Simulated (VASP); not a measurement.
# NiGe (Pmc2_1) in VASP: single point with PBE

Aim: the single point of NiGe with PBE.

Everything below comes from runs of VASP 6.6.1. Logs are shortened: lines on timing, memory, paths and dates and some standing lists are left out, and cuts for length are marked.

### 1 The cell of the first run

The structure is orthorhombic, space group Pmc2_1 (No. 26). Conventional cell: a = 3.481 Å, b = 5.846 Å, c = 5.397 Å, α = 90.00°, β = 90.00°, γ = 90.00°. Within 3.2 Å of Ni (site symmetry m) lie 6 Ge at 2.39 to 2.51 Å and 4 Ni at 2.79 to 2.82 Å. Ni (site symmetry m) has 6 Ge at 2.32 to 2.55 Å and 4 Ni at 2.79 to 2.82 Å within 3.1 Å. Ge (site symmetry m) has 6 Ni at 2.39 to 2.51 Å and 10 Ge at 2.87 to 3.48 Å within 3.5 Å. Ge (site symmetry m) has 6 Ni at 2.32 to 2.55 Å and 2 Ge at 2.87 Å within 3.1 Å.

### 2 Single point, PBE (all Ni atoms moved -0.050 Å, as atom 1 along Cartesian [1 0 0])

INCAR reads:

```
PREC     = Accurate       # precision mode
ENCUT    = 520            # plane-wave cutoff, eV
EDIFF    = 1E-7           # SCF threshold, eV
ISMEAR   = 0              # smearing method
SIGMA    = 0.15           # smearing width, eV
LREAL    = F              # projectors in reciprocal space
LASPH    = T              # aspherical terms in the spheres
NELM     = 60             # most SCF steps
ALGO     = Fast           # electronic algorithm
ISIF     = 2              # what is computed and relaxed
LWAVE    = F              # write WAVECAR
LCHARG   = F              # write CHGCAR
GGA      = PE             # functional
NBANDS   = 58             # bands
```

KPOINTS reads:

```
regular mesh
0
Gamma
  8 12 8
```

POSCAR reads:

```
NiGe
1.0
    5.3966575280      0.0000000000      0.0000000000
    0.0000000000      3.4808800805      0.0000000000
    0.0000000000      0.0000000000      5.8460821463
Ni Ge
4 4
Direct
    0.9850182247      0.7500000000      0.1901826734
   -0.0035482129      0.2500000000      0.8098173266
    0.4964517871      0.2500000000      0.6901826734
    0.4850182247      0.7500000000      0.3098173266
    0.8103268991      0.7500000000      0.5874320982
    0.1896731009      0.2500000000      0.4125679018
    0.6896731009      0.2500000000      0.0874320982
    0.3103268991      0.7500000000      0.9125679018
```

Potentials or basis: VASP PAW PBE potentials, release 64 (Ni, Ge_d).

Started as:

```
$ cat potpaw_PBE.64/Ni/POTCAR potpaw_PBE.64/Ge_d/POTCAR > POTCAR
$ mpirun -np 1 vasp_std > vasp.out
```

OUTCAR:

```text
PREC = Accurate
   ENCUT = 520
   EDIFF = 1E-7
   ISMEAR = 0
   LREAL = F
   LASPH = T
   NELM = 60
   ISIF = 2
   GGA = PE

 ion  position               nearest neighbor table
   1  0.985  0.750  0.190-   8 2.39   7 2.44   7 2.44   6 2.44   6 2.44   5 2.51   4 2.79   4 2.79
                             2 2.82   2 2.82
   2  0.996  0.250  0.810-   7 2.32   5 2.39   5 2.39   8 2.50   8 2.50   6 2.55   3 2.79   3 2.79
                             1 2.82   1 2.82
   3  0.496  0.250  0.690-   6 2.32   8 2.39   8 2.39   5 2.50   5 2.50   7 2.55   2 2.79   2 2.79
                             4 2.82   4 2.82
   4  0.485  0.750  0.310-   5 2.39   6 2.44   6 2.44   7 2.44   7 2.44   8 2.51   1 2.79   1 2.79
                             3 2.82   3 2.82
   5  0.810  0.750  0.587-   4 2.39   2 2.39   2 2.39   3 2.50   3 2.50   1 2.51   6 2.87   6 2.87

   6  0.190  0.250  0.413-   3 2.32   4 2.44   4 2.44   1 2.44   1 2.44   2 2.55   5 2.87   5 2.87

   7  0.690  0.250  0.087-   2 2.32   1 2.44   1 2.44   4 2.44   4 2.44   3 2.55   8 2.87   8 2.87

   8  0.310  0.750  0.913-   1 2.39   3 2.39   3 2.39   2 2.50   2 2.50   4 2.51   7 2.87   7 2.87

  LATTYP: Found a simple orthorhombic cell.
 ALAT       =     3.4808800805
 B/A-ratio  =     1.5503715736
 C/A-ratio  =     1.6794839268

  Lattice vectors:

 A1 = (   0.0000000000,  -3.4808800805,   0.0000000000)
 A2 = (   5.3966575280,   0.0000000000,   0.0000000000)
 A3 = (   0.0000000000,   0.0000000000,   5.8460821463)

Analysis of symmetry for initial positions (statically):
=====================================================================
 Subroutine PRICEL returns:
 Original cell was already a primitive cell.

 Routine SETGRP: Setting up the symmetry group for a
 simple orthorhombic supercell.

 Subroutine GETGRP returns: Found  4 space group operations
 (whereof  1 operations were pure point group operations)
 out of a pool of  8 trial point group operations.

The static configuration has the point symmetry C_1 .
 The point group associated with its full space group is C_2v.

Analysis of symmetry for dynamics (positions and initial velocities):
=====================================================================
 Subroutine PRICEL returns:
 Original cell was already a primitive cell.

 Routine SETGRP: Setting up the symmetry group for a
 simple orthorhombic supercell.

 Subroutine GETGRP returns: Found  4 space group operations
 (whereof  1 operations were pure point group operations)
 out of a pool of  8 trial point group operations.

The dynamic configuration has the point symmetry C_1 .
 The point group associated with its full space group is C_2v.

 Subroutine INISYM returns: Found  4 space group operations
 (whereof  1 operations are pure point group operations),
 and found     1 'primitive' translations

----------------------------------------------------------------------------------------

                                     Primitive cell

  volume of cell :     109.8193

  direct lattice vectors                    reciprocal lattice vectors
     5.396657528  0.000000000  0.000000000     0.185299881  0.000000000  0.000000000
     0.000000000  3.480880080  0.000000000     0.000000000  0.287283669  0.000000000
     0.000000000  0.000000000  5.846082146     0.000000000  0.000000000  0.171054729

  length of vectors
     5.396657528  3.480880080  5.846082146     0.185299881  0.287283669  0.171054729

  position of ions in fractional coordinates (direct lattice)
     0.985018225  0.750000000  0.190182673
     0.996451787  0.250000000  0.809817327
     0.496451787  0.250000000  0.690182673
     0.485018225  0.750000000  0.309817327
     0.810326899  0.750000000  0.587432098
     0.189673101  0.250000000  0.412567902
     0.689673101  0.250000000  0.087432098
     0.310326899  0.750000000  0.912567902

  ion indices of the primitive-cell ions
   primitive index   ion index
                 1           1
                 2           2
                 3           3
                 4           4
                 5           5
                 6           6
                 7           7
                 8           8

----------------------------------------------------------------------------------------

 KPOINTS: regular mesh

Automatic generation of k-mesh.
 Grid dimensions read from file:
 generate k-points for:    8   12    8

 Generating k-lattice:

  Cartesian coordinates                     Fractional coordinates (reciprocal lattice)
     0.023162485  0.000000000  0.000000000     0.125000000  0.000000000  0.000000000
     0.000000000  0.023940306  0.000000000     0.000000000  0.083333333  0.000000000
     0.000000000  0.000000000  0.021381841     0.000000000  0.000000000  0.125000000

  Length of vectors
     0.023162485  0.023940306  0.021381841

  Shift w.r.t. Gamma in fractional coordinates (k-lattice)
     0.000000000  0.000000000  0.000000000

 Subroutine IBZKPT returns following result:
 ===========================================

 Found    175 irreducible k-points:

 Following reciprocal coordinates:
            Coordinates               Weight
  0.000000  0.000000  0.000000      1.000000
  0.125000  0.000000  0.000000      2.000000
  0.250000  0.000000  0.000000      2.000000
  0.375000  0.000000  0.000000      2.000000
  0.500000  0.000000  0.000000      1.000000
  0.000000  0.083333  0.000000      2.000000
[... 16 lines left out ...]
  0.250000  0.333333  0.000000      4.000000
  0.375000  0.333333  0.000000      4.000000
 [... further k-points ...]
   k-points           NKPTS =    175   k-points in BZ     NKDIM =    175   number of bands    NBANDS=     58
   number of dos      NEDOS =    301   number of ions     NIONS =      8
   total plane-waves  NPLWV =  53760
   dimension x,y,z NGX =    40 NGY =   28 NGZ =   48
   dimension x,y,z NGXF=    80 NGYF=   56 NGZF=   96
   ions per type =               4   4
   NGX,Y,Z   is equivalent  to a cutoff of  12.32, 13.37, 13.65 a.u.
   NGXF,Y,Z  is equivalent  to a cutoff of  24.64, 26.75, 27.30 a.u.
 SYSTEM =  unknown system
   PREC   = accura    normal or accurate (medium, high low for compatibility)
   ISTART =      0    job   : 0-new  1-cont  2-samecut
   ICHARG =      2    charge: 1-file 2-atom 10-const
   ISPIN  =      1    spin polarized calculation?
   LNONCOLLINEAR =      F non collinear calculations
   LSORBIT =      F    spin-orbit coupling
   LASPH  =      T    aspherical Exc in radial PAW
   ENCUT  =  520.0 eV  38.22 Ry    6.18 a.u.  10.03  6.47 10.87*2*pi/ulx,y,z
   NELM   =     60;   NELMIN=  2; NELMDL= -5     # of ELM steps
   EDIFF  = 0.1E-06   stopping-criterion for ELM
   LREAL  =      F    real-space projection
   EDIFFG = 0.1E-05   stopping-criterion for IOM
   NSW    =      0    number of steps for IOM
   IBRION =     -1    ionic relax: 0-MD 1-quasi-New 2-CG
   NFREE  =      0    steps in history (QN), initial steepest desc. (CG)
   ISIF   =      2    stress and relaxation
   ISYM   =      2    0-nonsym 1-usesym 2-fastsym
   POTIM  = 0.5000    time-step for ionic-motion
   TEBEG  =    0.0;   TEEND  =   0.0 temperature during run
   PSTRESS=    0.0 pullay stress
   NELECT =      96.0000    total number of electrons
   NUPDOWN=      -1.0000    fix difference up-down
   EMIN   =  10.00;   EMAX   =-10.00  energy-range for DOS
   EFERMI =   0.00;   METHOD = LEGACY
   ISMEAR =     0;   SIGMA  =   0.15  broadening in eV -4-tet -1-fermi 0-gaus
   EFERMI_NEDOS =   21; number of points for ismear=-14 and -15
   IALGO  =     68    algorithm
   IMIX   =      4    mixing-type and parameters
     AMIX     =   0.40;   BMIX     =  1.00
     AMIX_MAG =   1.60;   BMIX_MAG =  1.00
  volume/ion in A,a.u.               =      13.73        92.64
  Fermi-wavevector in a.u.,A,eV,Ry     =   1.565329  2.958043 33.337741  2.450255
  Thomas-Fermi vector in A             =   2.667821
   LORBIT       =      0    0 simple, 1 ext, 2 COOP (PROOUT), +10 PAW based schemes
   GGA     = PE    functional components
   LHFCALC =     F    Hartree Fock is set to
   AEXX    =    0.0000 exact exchange contribution
   IVDW    =     0    specifies the selected vdW correction
   LEPSILON=     F    determine dielectric tensor
   LRPA    =     F    only Hartree local field effects (RPA)
 non-spin polarized calculation
 RMM-DIIS sequential band-by-band and
 Gauss-broadening in eV      SIGMA  =   0.15
  energy-cutoff  :      520.00
  volume of cell :      109.82
 maximum number of plane-waves:      2984
   NGX = 21   NGY = 13   NGZ = 21

 number of electron      95.9999939 magnetization

 Free energy of the ion-electron system (eV)
  ---------------------------------------------------
  ext. energy  EPLUGINS =         0.00000000
  ---------------------------------------------------
  free energy    TOTEN  =       -42.39061484 eV

  energy without entropy =      -42.36218699  energy(sigma->0) =      -42.37640091

 E-fermi :   8.6095     XC(G=0): -12.4002

 val. band max:        8.6039705518   @ k =   0.2500   0.2500   0.0000
 cond. band min:       8.6200692512   @ k =   0.1250   0.2500   0.2500
 fundamental gap:      0.0160986995
 Fermi energy:         8.6095458497

 k-point     1 :       0.0000    0.0000    0.0000
  band No.  band energies     occupation
      1     -16.0731      2.00000
      2     -16.0611      2.00000
      3     -16.0546      2.00000
      4     -16.0516      2.00000
      5     -16.0354      2.00000
      6     -16.0178      2.00000
[... 50 lines left out ...]
     57      15.2408      0.00000
     58      15.5969      0.00000

 k-point     2 :       0.1250    0.0000    0.0000
  band No.  band energies     occupation
      1     -16.0726      2.00000
      2     -16.0616      2.00000
      3     -16.0542      2.00000
      4     -16.0513      2.00000
      5     -16.0353      2.00000
      6     -16.0192      2.00000
[... 50 lines left out ...]
     57      14.8112      0.00000
     58      15.0512      0.00000
[... 1279 lines left out ...]
     57      13.8692      0.00000
     58      16.0980      0.00000

 k-point    24 :       0.3750    0.3333    0.0000
  band No.  band energies     occupation
      1     -16.0667      2.00000
      2     -16.0646      2.00000
      3     -16.0446      2.00000
      4     -16.0430      2.00000
      5     -16.0333      2.00000
      6     -16.0265      2.00000
[... 50 lines left out ...]
     57      14.7878      0.00000
     58      15.8062      0.00000

 [... further k-points ...]

------------------------ aborting loop because EDIFF is reached ----------------------------------------

  FORCE on cell =-STRESS in cart. coord.  units (eV):
  Direction    XX          YY          ZZ          XY          YZ          ZX
  --------------------------------------------------------------------------------------
  -------------------------------------------------------------------------------------
  Total        0.2245478      0.2375772      0.2385750      0.0000000      0.0000000      0.0000000
  in kB        3.2759749      3.4660629      3.4806201      0.0000000      0.0000000      0.0000000
  external PRESSURE =       3.4075526 kB  Pullay stress =       0.0000000 kB

 VOLUME and BASIS-vectors are now :
 -----------------------------------------------------------------------------
  energy-cutoff  :      520.00
  volume of cell :      109.82
      direct lattice vectors                 reciprocal lattice vectors
     5.396657528  0.000000000  0.000000000     0.185299881  0.000000000  0.000000000
     0.000000000  3.480880080  0.000000000     0.000000000  0.287283669  0.000000000
     0.000000000  0.000000000  5.846082146     0.000000000  0.000000000  0.171054729

 POSITION                                       TOTAL-FORCE (eV/Angst)
 -----------------------------------------------------------------------------------
      5.31581      2.61066      1.11182         0.303166     -0.000000     -0.012254
      5.37751      0.87022      4.73426         0.325871     -0.000000     -0.051903
      2.67918      0.87022      4.03486         0.325871     -0.000000      0.051903
      2.61748      2.61066      1.81122         0.303166     -0.000000      0.012254
      4.37306      2.61066      3.43418        -0.309200     -0.000000     -0.122873
      1.02360      0.87022      2.41191        -0.319838      0.000000     -0.139228
      3.72193      0.87022      0.51114        -0.319838     -0.000000      0.139228
      1.67473      2.61066      5.33495        -0.309200     -0.000000      0.122873
 -----------------------------------------------------------------------------------
    total drift:                                0.000701      0.000000     -0.000026

  FREE ENERGIE OF THE ION-ELECTRON SYSTEM (eV)
  ---------------------------------------------------
  free  energy   TOTEN  =       -42.3906148357 eV

  energy  without entropy=      -42.3621869940  energy(sigma->0) =      -42.37640091
```

Run time: 35 min. Hardware: 1 thread of Oxide Virtual Turin-like, shared host; peak memory 0.8 GiB.

What came out:

```
Free energy            : -42.3906 eV
Pressure               : 0.3 GPa
Largest force          : 0.349 eV/Å
Band gap on the k mesh : zero (bands 48 and 49 overlap by 1.76 eV)
```

Forces in eV/Å, atoms in the order of the input:
```
Ni   0.303  0.000 -0.012
Ni   0.326  0.000 -0.052
Ni   0.326  0.000  0.052
Ni   0.303  0.000  0.012
Ge  -0.309  0.000 -0.123
Ge  -0.320  0.000 -0.139
Ge  -0.320  0.000  0.139
Ge  -0.309  0.000  0.123
```

Levels at points of the mesh, in eV from the Fermi level:
```
           k point  band 45  band 46  band 47  band 48  band 49  band 50  band 51  band 52
(0.00, 0.00, 0.00)    -1.62    -1.05    -0.83    -0.80     0.58     0.78     3.89     3.99
(0.50, 0.00, 0.00)    -1.54    -1.54     0.72     0.72     1.50     1.50     3.01     3.01
(0.00, 0.50, 0.00)    -1.56    -1.55    -1.25    -1.14    -0.52    -0.51     1.92     1.95
(0.50, 0.50, 0.00)    -1.34    -1.34    -1.34    -1.34     0.27     0.27     0.28     0.28
(0.00, 0.00, 0.50)    -1.22    -1.21    -0.21    -0.19     1.11     1.15     2.50     2.53
(0.50, 0.00, 0.50)    -0.92    -0.92     0.68     0.68     2.41     2.41     2.48     2.48
(0.00, 0.50, 0.50)    -1.59    -1.59    -1.48    -1.46     0.38     0.40     0.60     0.63
(0.50, 0.50, 0.50)    -1.52    -1.52    -1.52    -1.52     2.41     2.41     2.41     2.41
```

Caveat: the cell differs from its parent crystal (all Ni atoms moved -0.050 Å, as atom 1 along Cartesian [1 0 0]).
